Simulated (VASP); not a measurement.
# Ag (P6_3/mmc) in VASP: settings compared, part 2 of 2

VASP 6.6.1. The steps go on from the part before.

## Step 4: Single point, PBE+U

Input file INCAR:

```
SYSTEM = Ag
PREC = Accurate
ENCUT = 500
EDIFF = 1E-6
ISMEAR = 0
SIGMA = 0.1
LREAL = .FALSE.
LASPH = .TRUE.
NELM = 200
ALGO = Normal
ISIF = 2
LWAVE = .FALSE.
LCHARG = .FALSE.
LMAXMIX = 4
LDAU = .TRUE.
LDAUTYPE = 1
LDAUL = 2
LDAUU = 6.3
LDAUJ = 0.63
LDAUPRINT = 1
GGA = PE
NBANDS = 18
GGA_COMPAT = .FALSE.
```

Input file KPOINTS:

```
regular mesh
0
G
  6 6 4
  0 0 0
```

Input file POSCAR:

```
Ag
1.0
    2.9222991408      0.0000000000      0.0000000000
   -1.4611495704      2.5307852934      0.0000000000
    0.0000000000      0.0000000000      4.7016618100
Ag
2
Direct
    0.3333333333      0.6666666667      0.2500000000
    0.6666666667      0.3333333333      0.7500000000
```

Potentials or basis: VASP PAW PBE potentials, release 64 (Ag).

On the command line:

```console
$ cat potpaw_PBE.64/Ag/POTCAR > POTCAR
$ mpirun -np 1 vasp_std > vasp.out
```

OUTCAR:

```text
SYSTEM = Ag
   PREC = Accurate
   ENCUT = 500
   EDIFF = 1E-6
   ISMEAR = 0
   LREAL = .FALSE.
   LASPH = .TRUE.
   NELM = 200
   ISIF = 2
   GGA = PE

 ion  position               nearest neighbor table
   1  0.333  0.667  0.250-   2 2.89   2 2.89   2 2.89   2 2.89   2 2.89   2 2.89
   2  0.667  0.333  0.750-   1 2.89   1 2.89   1 2.89   1 2.89   1 2.89   1 2.89

  LATTYP: Found a hexagonal cell.
 ALAT       =     2.9222991408
 C/A-ratio  =     1.6088913501

  Lattice vectors:

 A1 = (   2.9222991408,   0.0000000000,   0.0000000000)
 A2 = (  -1.4611495704,   2.5307852934,   0.0000000000)
 A3 = (   0.0000000000,   0.0000000000,   4.7016618100)

Analysis of symmetry for initial positions (statically):
=====================================================================
 Subroutine PRICEL returns:
 Original cell was already a primitive cell.

 Routine SETGRP: Setting up the symmetry group for a
 hexagonal supercell.

 Subroutine GETGRP returns: Found 24 space group operations
 (whereof 12 operations were pure point group operations)
 out of a pool of 24 trial point group operations.

The static configuration has the point symmetry D_3d.
 The point group associated with its full space group is D_6h.

Analysis of symmetry for dynamics (positions and initial velocities):
=====================================================================
 Subroutine PRICEL returns:
 Original cell was already a primitive cell.

 Routine SETGRP: Setting up the symmetry group for a
 hexagonal supercell.

[... 202 lines left out ...]
  o =  0.9474  v =  0.0000  0.0000 -0.0000 -1.0000 -0.0000  0.0000  0.0000  0.0000  0.0000  0.0000      0.0000  0.0000  0.0000  0.0000  0.0000  0.0000  0.0000  0.0000  0.0000  0.0000
  o =  0.9474  v =  0.0000  1.0000  0.0000  0.0000 -0.0000  0.0000  0.0000  0.0000  0.0000  0.0000      0.0000  0.0000  0.0000  0.0000  0.0000  0.0000  0.0000  0.0000  0.0000  0.0000
  o =  0.9474  v =  0.0000  0.0000  0.0000  0.0000  0.0000  0.0000  1.0000  0.0000  0.0000 -0.0000      0.0000  0.0000  0.0000  0.0000  0.0000  0.0000  0.0000  0.0000  0.0000  0.0000
  o =  0.9482  v =  0.0000  0.0000  0.0000  0.0000  0.0000  0.0000  0.0000  0.0000 -0.0000  1.0000      0.0000  0.0000  0.0000  0.0000  0.0000  0.0000  0.0000  0.0000  0.0000  0.0000
  o =  0.9482  v =  0.0000  0.0000  0.0000 -0.0000  1.0000  0.0000  0.0000  0.0000  0.0000  0.0000      0.0000  0.0000  0.0000  0.0000  0.0000  0.0000  0.0000  0.0000  0.0000  0.0000
  o =  0.9482  v =  1.0000  0.0000  0.0000  0.0000  0.0000  0.0000  0.0000  0.0000  0.0000  0.0000      0.0000  0.0000  0.0000  0.0000  0.0000  0.0000  0.0000  0.0000  0.0000  0.0000
  o =  0.9482  v =  0.0000  0.0000  0.0000  0.0000  0.0000  1.0000  0.0000  0.0000  0.0000  0.0000      0.0000  0.0000  0.0000  0.0000  0.0000  0.0000  0.0000  0.0000  0.0000  0.0000

 number of electron      22.0000012 magnetization

 Free energy of the ion-electron system (eV)
  ---------------------------------------------------
  ext. energy  EPLUGINS =         0.00000000
  ---------------------------------------------------
  free energy    TOTEN  =        -1.86042915 eV

  energy without entropy =       -1.85832961  energy(sigma->0) =       -1.85937938

 E-fermi :   7.5702     XC(G=0): -11.9623

 val. band max:        7.4477461567   @ k =   0.3333   0.1667   0.2500
 cond. band min:       7.9314166490   @ k =   0.5000   0.0000   0.0000
 fundamental gap:      0.4836704924
 Fermi energy:         7.5701933042

 k-point     1 :       0.0000    0.0000    0.0000
  band No.  band energies     occupation
      1       0.2173      2.00000
      2       0.6202      2.00000
      3       1.4271      2.00000
      4       1.4677      2.00000
      5       1.4677      2.00000
      6       1.6940      2.00000
[... 418 lines left out ...]
      5       1.7449      2.00000
      6       1.7449      2.00000
[... 10 lines left out ...]
     17      24.7863      0.00000
     18      24.7863      0.00000

------------------------ aborting loop because EDIFF is reached ----------------------------------------

  FORCE on cell =-STRESS in cart. coord.  units (eV):
  Direction    XX          YY          ZZ          XY          YZ          ZX
  --------------------------------------------------------------------------------------
  -------------------------------------------------------------------------------------
  Total        0.5937063      0.5937063      0.1518309      0.0000000     -0.0000000      0.0000000
  in kB       27.3558921     27.3558921      6.9958343      0.0000000     -0.0000000      0.0000000
  external PRESSURE =      20.5692062 kB  Pullay stress =       0.0000000 kB

 VOLUME and BASIS-vectors are now :
 -----------------------------------------------------------------------------
  energy-cutoff  :      500.00
  volume of cell :       34.77
      direct lattice vectors                 reciprocal lattice vectors
     2.922299141  0.000000000  0.000000000     0.342196316  0.197567135  0.000000000
    -1.461149570  2.530785293  0.000000000     0.000000000  0.395134270  0.000000000
     0.000000000  0.000000000  4.701661810     0.000000000  0.000000000  0.212690755

 POSITION                                       TOTAL-FORCE (eV/Angst)
 -----------------------------------------------------------------------------------
     -0.00000      1.68719      1.17542        -0.000000      0.000000      0.000000
      1.46115      0.84360      3.52625         0.000000     -0.000000      0.000000
 -----------------------------------------------------------------------------------
    total drift:                               -0.000000      0.000000     -0.000000

  FREE ENERGIE OF THE ION-ELECTRON SYSTEM (eV)
  ---------------------------------------------------
  free  energy   TOTEN  =        -1.8604291474 eV

  energy  without entropy=       -1.8583296109  energy(sigma->0) =       -1.85937938
```

OSZICAR:

```text
N       E                     dE             d eps       ncg     rms          rms(c)
DAV:   1     0.131972150828E+03    0.13197E+03   -0.11813E+04   756   0.118E+03
DAV:   2     0.216614199336E+00   -0.13176E+03   -0.12611E+03   790   0.267E+02
DAV:   3    -0.204888217367E+01   -0.22655E+01   -0.22604E+01   890   0.397E+01
DAV:   4    -0.205601446786E+01   -0.71323E-02   -0.71320E-02   868   0.226E+00
DAV:   5    -0.205607076530E+01   -0.56297E-04   -0.56296E-04   852   0.205E-01    0.642E+00
DAV:   6    -0.186929789357E+01    0.18677E+00   -0.41350E-01   802   0.683E+00    0.349E+00
DAV:   7    -0.186142323642E+01    0.78747E-02   -0.17558E-02   844   0.134E+00    0.152E+00
DAV:   8    -0.186042456071E+01    0.99868E-03   -0.32329E-03   810   0.562E-01    0.969E-02
DAV:   9    -0.186041601139E+01    0.85493E-05   -0.22827E-05   898   0.478E-02    0.186E-02
DAV:  10    -0.186042880044E+01   -0.12789E-04   -0.11497E-05   816   0.358E-02    0.320E-03
DAV:  11    -0.186042914736E+01   -0.34691E-06   -0.25403E-07   436   0.449E-03
   1 F= -.18604291E+01 E0= -.18593794E+01  d E =-.209954E-02
```

stdout:

```text
POSCAR found type information on POSCAR Ag
 POSCAR found :  1 types and       2 ions
 scaLAPACK will be used
 LDA part: xc-table for (Slater+PW92), standard interpolation
 POSCAR, INCAR and KPOINTS ok, starting setup
 FFT: planning ... GRIDC
 FFT: planning ... GRID_SOFT
 FFT: planning ... GRID
 WAVECAR not read
 entering main loop
```

It took 16 s on 1 thread of AMD EPYC 7R43 (Zen 3), shared host; peak memory 0.11 GiB.

Results:

```yaml
Free_energy: -1.8604 eV
Pressure: 2.1 GPa
Band_gap_on_the_k_mesh: zero (bands 11 and 12 overlap by 8.86 eV)
```

Levels at points of the mesh, in eV from the Fermi level:
| k point | band 8 | band 9 | band 10 | band 11 | band 12 | band 13 | band 14 | band 15 |
| --- | --- | --- | --- | --- | --- | --- | --- | --- |
| (0.00, 0.00, 0.00) | -5.62 | -5.62 | -4.60 | -4.60 | 0.43 | 3.74 | 16.05 | 18.18 |
| (0.50, 0.00, 0.00) | -4.52 | -4.41 | -4.37 | 0.36 | 1.57 | 7.45 | 7.48 | 9.74 |
| (0.00, 0.00, 0.50) | -4.90 | -4.90 | -4.90 | -4.56 | -4.56 | 11.44 | 11.44 | 16.49 |
| (0.50, 0.00, 0.50) | -4.58 | -4.42 | -4.42 | 1.36 | 1.36 | 4.55 | 4.55 | 13.80 |

Eigenvalues of the final occupation matrices:
```csv
site,spin,trace,eigenvalues
site 1 d,1,4.74,0.95 0.95 0.95 0.95 0.95
site 1 d,2,4.74,0.95 0.95 0.95 0.95 0.95
site 2 d,1,4.74,0.95 0.95 0.95 0.95 0.95
site 2 d,2,4.74,0.95 0.95 0.95 0.95 0.95
```

Caveat: the k points lie up to 0.41 Å⁻¹ apart, too coarse for converged energies and pressures of a metal; U without spin polarisation on a metal has little footing; the U is typed as a test and isn't derived for this compound.

## Step 5: Single point, r2SCAN, non-collinear spin, zero start, spin-orbit coupling

POSCAR is that of step 4.

Input file INCAR.step1:

```
SYSTEM = Ag
ALGO = Normal
EDIFF = 1E-5
ENCUT = 550
GGA = PE
GGA_COMPAT = .FALSE.
ISMEAR = 0
LASPH = .TRUE.
LCHARG = .FALSE.
LMAXMIX = 4
LNONCOLLINEAR = .TRUE.
LREAL = .FALSE.
LSORBIT = .TRUE.
LWAVE = .TRUE.
MAGMOM = 0 0 0 0 0 0
NBANDS = 34
NELM = 200
PREC = Accurate
SIGMA = 0.1
```

Input file INCAR.step2:

```
SYSTEM = Ag
ALGO = Normal
EDIFF = 1E-6
ENCUT = 550
GGA_COMPAT = .FALSE.
ISIF = 2
ISMEAR = 0
ISTART = 1
LASPH = .TRUE.
LCHARG = .FALSE.
LMAXMIX = 4
LMIXTAU = .TRUE.
LNONCOLLINEAR = .TRUE.
LORBIT = 11
LORBMOM = .TRUE.
LREAL = .FALSE.
LSORBIT = .TRUE.
LWAVE = .FALSE.
MAGMOM = 0 0 0 0 0 0
METAGGA = R2SCAN
NBANDS = 34
NELM = 200
PREC = Accurate
SIGMA = 0.1
```

Input file KPOINTS:

```
k-points
0
G
  3 3 1
  0 0 0
```

Potentials or basis: VASP PAW PBE potentials, release 64 (Ag).

On the command line:

```console
$ cat potpaw_PBE.64/Ag/POTCAR > POTCAR
$ cp INCAR.step1 INCAR
$ mpirun -np 1 vasp_ncl > vasp.out
$ cp INCAR.step2 INCAR
$ mpirun -np 1 vasp_ncl > vasp.out
```

OUTCAR:

```text
SYSTEM = Ag
   EDIFF = 1E-6
   ENCUT = 550
   ISIF = 2
   ISMEAR = 0
   ISTART = 1
   LASPH = .TRUE.
   LNONCOLLINEAR = .TRUE.
   LORBIT = 11
   LREAL = .FALSE.
   LSORBIT = .TRUE.
   METAGGA = R2SCAN
   NELM = 200
   PREC = Accurate

 ion  position               nearest neighbor table
   1  0.333  0.667  0.250-   2 2.89   2 2.89   2 2.89   2 2.89   2 2.89   2 2.89
   2  0.667  0.333  0.750-   1 2.89   1 2.89   1 2.89   1 2.89   1 2.89   1 2.89

  LATTYP: Found a hexagonal cell.
 ALAT       =     2.9222991408
 C/A-ratio  =     1.6088913501

  Lattice vectors:

 A1 = (   2.9222991408,   0.0000000000,   0.0000000000)
 A2 = (  -1.4611495704,   2.5307852934,   0.0000000000)
 A3 = (   0.0000000000,   0.0000000000,   4.7016618100)

Analysis of symmetry for initial positions (statically):
=====================================================================
 Subroutine PRICEL returns:
 Original cell was already a primitive cell.

 Routine SETGRP: Setting up the symmetry group for a
 hexagonal supercell.

 Subroutine GETGRP returns: Found 24 space group operations
 (whereof 12 operations were pure point group operations)
 out of a pool of 24 trial point group operations.

The static configuration has the point symmetry D_3d.
 The point group associated with its full space group is D_6h.

Analysis of symmetry for dynamics (positions and initial velocities):
=====================================================================
 Subroutine PRICEL returns:
 Original cell was already a primitive cell.

 Routine SETGRP: Setting up the symmetry group for a
 hexagonal supercell.

 Subroutine GETGRP returns: Found 24 space group operations
 (whereof 12 operations were pure point group operations)
 out of a pool of 24 trial point group operations.

The dynamic configuration has the point symmetry D_3d.
 The point group associated with its full space group is D_6h.

Analysis of structural, dynamic, and magnetic symmetry:
=====================================================================
 Subroutine PRICEL returns:
[... 303 lines left out ...]
  1         0.000   0.000   0.000
  2         0.000  -0.000  -0.000
 ----------------------------------------
            0.000  -0.000  -0.000

 orbital moment (z)

 # of ion     p       d       tot
 ----------------------------------------
  1         0.000   0.000   0.000
  2         0.000   0.000   0.000
 ----------------------------------------
            0.000   0.000   0.000

 Spin-Orbit-Coupling matrix elements

 Ion:    1  E_soc:     -0.0532882
 l=   1
     0.0000000    -0.0021227    -0.0036760
    -0.0021227     0.0000000    -0.0021227
    -0.0036760    -0.0021227     0.0000000
 l=   2
     0.0000000    -0.0012605     0.0000000    -0.0012605    -0.0039884
    -0.0012605     0.0000000    -0.0042318    -0.0012284    -0.0012605
     0.0000000    -0.0042318     0.0000000    -0.0042318     0.0000000
    -0.0012605    -0.0012284    -0.0042318     0.0000000    -0.0012605
    -0.0039884    -0.0012605     0.0000000    -0.0012605     0.0000000
 l=   3
     0.0000000     0.0000000     0.0000000     0.0000000     0.0000000     0.0000000     0.0000000
     0.0000000     0.0000000     0.0000000     0.0000000     0.0000000     0.0000000     0.0000000
     0.0000000     0.0000000     0.0000000     0.0000000     0.0000000     0.0000000     0.0000000
     0.0000000     0.0000000     0.0000000     0.0000000     0.0000000     0.0000000     0.0000000
     0.0000000     0.0000000     0.0000000     0.0000000     0.0000000     0.0000000     0.0000000
     0.0000000     0.0000000     0.0000000     0.0000000     0.0000000     0.0000000     0.0000000
     0.0000000     0.0000000     0.0000000     0.0000000     0.0000000     0.0000000     0.0000000

 Ion:    2  E_soc:     -0.0532882
 l=   1
     0.0000000    -0.0021227    -0.0036760
    -0.0021227     0.0000000    -0.0021227
    -0.0036760    -0.0021227     0.0000000
 l=   2
     0.0000000    -0.0012605     0.0000000    -0.0012605    -0.0039884
    -0.0012605     0.0000000    -0.0042318    -0.0012284    -0.0012605
     0.0000000    -0.0042318     0.0000000    -0.0042318     0.0000000
    -0.0012605    -0.0012284    -0.0042318     0.0000000    -0.0012605
    -0.0039884    -0.0012605     0.0000000    -0.0012605     0.0000000
 l=   3
     0.0000000     0.0000000     0.0000000     0.0000000     0.0000000     0.0000000     0.0000000
     0.0000000     0.0000000     0.0000000     0.0000000     0.0000000     0.0000000     0.0000000
     0.0000000     0.0000000     0.0000000     0.0000000     0.0000000     0.0000000     0.0000000
     0.0000000     0.0000000     0.0000000     0.0000000     0.0000000     0.0000000     0.0000000
     0.0000000     0.0000000     0.0000000     0.0000000     0.0000000     0.0000000     0.0000000
     0.0000000     0.0000000     0.0000000     0.0000000     0.0000000     0.0000000     0.0000000
     0.0000000     0.0000000     0.0000000     0.0000000     0.0000000     0.0000000     0.0000000

 total charge

# of ion       s       p       d       tot
------------------------------------------
    1        0.427   0.294   9.182   9.904
    2        0.427   0.294   9.182   9.904
--------------------------------------------------
tot          0.855   0.589  18.364  19.807

 magnetization (x)

# of ion       s       p       d       tot
------------------------------------------
    1       -0.000   0.000   0.000  -0.000
    2       -0.000   0.000   0.000   0.000
--------------------------------------------------
tot         -0.000   0.000   0.000   0.000

 magnetization (y)

# of ion       s       p       d       tot
------------------------------------------
    1        0.000  -0.000   0.000   0.000
    2        0.000   0.000  -0.000   0.000
--------------------------------------------------
tot          0.000  -0.000   0.000   0.000

 magnetization (z)

# of ion       s       p       d       tot
------------------------------------------
    1        0.000   0.000   0.000   0.000
    2        0.000   0.000   0.000   0.000
--------------------------------------------------
tot          0.000   0.000   0.000   0.000
```

It took 92 s on 1 thread of AMD EPYC 7R43 (Zen 3), shared host; peak memory 0.23 GiB.

Results:

```
Free energy                                           : -42.8908 eV
Pressure                                              : -1.6 GPa
Net moment                                            : 0.00 μB per cell
Valence electrons inside the program's atomic spheres : Ag 9.90
```

Moments on the atoms (μB; x, y, z):
```
Ag  0.00 0.00 0.00
Ag  0.00 0.00 0.00
```

Caveat: the k points lie up to 1.34 Å⁻¹ apart, too coarse for converged energies, forces and pressures; the PAW data sets were made with another functional, which shifts forces and pressure a little.

## Step 6: The runs side by side

| level | spin | U | k mesh | cutoff (eV) | LDAUTYPE | hund's J | gap on the mesh (eV) | pressure (GPa) |
| --- | --- | --- | --- | --- | --- | --- | --- | --- |
| PBE+U | off | Ag d U = 5.0 eV, J = 0.31 eV | 6 × 6 × 4 | 500 | 1 | 0.31 | none | 2.3 |
| PBE+U | off | Ag d U = 3.1 eV, J = 0.55 eV | 6 × 6 × 4 | 500 | 1 | 0.55 | none | 2.9 |
| PBE+U | off | Ag d U = 6.3 eV, J = 0.63 eV | 6 × 6 × 4 | 500 | 1 | 0.63 | none | 2.1 |
| r2SCAN | non-collinear, zero start, SOC | - | 3 × 3 × 1 | 550 | - | - | - | -1.6 |

Alike in all rows: task single point; potentials or basis VASP PAW PBE potentials, release 64 (Ag); cell as given; smearing gaussian 0.1 eV.

Caveats: all runs use coarse meshes; U without spin polarisation on a metal has little footing (at least some runs); the U is typed as a test and isn't derived for this compound (at least some runs); the PAW data sets were made with another functional, which shifts forces and pressure a little (at least some runs).

Total energies depend on the potentials used, so only differences within one code and one set of settings carry meaning.

The gap in the log of VASP goes by the Fermi energy; the results here count the filled bands.